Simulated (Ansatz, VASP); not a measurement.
# Au in VASP and in Ansatz

POSCAR

```
Au
1.0
    0.0000000000      2.0350000000      2.0350000000
    2.0350000000      0.0000000000      2.0350000000
    2.0350000000      2.0350000000      0.0000000000
Au
1
Direct
    0.0000000000      0.0000000000      0.0000000000
```

Contents of INCAR.step1:

```
SYSTEM = Au
PREC = Accurate
ENCUT = 550
ISMEAR = -1
SIGMA = 0.1
LREAL = .FALSE.
LASPH = .TRUE.
NELM = 120
NBANDS = 12
GGA = PE
ALGO = Normal
EDIFF = 1E-5
LWAVE = .TRUE.
LCHARG = .FALSE.
GGA_COMPAT = .FALSE.
```

Contents of INCAR.step2:

```
SYSTEM = Au
PREC = Accurate
ENCUT = 550
EDIFF = 1E-6
ISMEAR = -1
SIGMA = 0.1
LREAL = .FALSE.
LASPH = .TRUE.
NELM = 120
ALGO = Normal
ISIF = 2
LWAVE = .FALSE.
LCHARG = .TRUE.
METAGGA = R2SCAN
LMIXTAU = .TRUE.
LELF = .TRUE.
LVHAR = .TRUE.
NBANDS = 12
ISTART = 1
GGA_COMPAT = .FALSE.
```

File KPOINTS:

```
regular mesh
0
G
  10 10 10
  0 0 0
```

Input for Ansatz:

```yaml
crystal:
  lattice:
    - [0.0, 2.035, 2.035]
    - [2.035, 0.0, 2.035]
    - [2.035, 2.035, 0.0]
  atoms:
    - { symbol: Au, position: [0.0, 0.0, 0.0] }
basis:
  ecutwfc: 557.833418042754
kpoints:
  mp_grid:
    grid: [10, 10, 10]
hamiltonian:
  xc: r2scan
  pseudopotentials:
    kind: paw
scf:
  occupations:
    method: fermi_dirac
    width: 0.1
output:
  stress: true
```

Alike in both runs: task single point; functional r2SCAN; k mesh 10 × 10 × 10; occupations fermi-dirac, width 0.1 eV; no spin polarisation.

|  | VASP | Ansatz |
| --- | --- | --- |
| version | VASP 6.6.1 | Ansatz 0.2.0 |
| potentials or method | VASP PAW PBE potentials, release 64 (Au), cutoff 550 eV | plane waves, PAW |
| valence electrons in the cell | 11 | 19 |

```csv
,VASP,Ansatz,Ansatz less VASP
pressure (GPa),7.8,7.4,-0.39
```

VASP's potentials were made for PBE, not for r2SCAN. With one functional, cell and mesh, what is left measures potentials, basis and numerics. VASP's potentials hold 11 valence electrons a cell and Ansatz's 19, so a difference there can come from the potentials and not from the codes.

Neither program's run includes spin-orbit coupling.
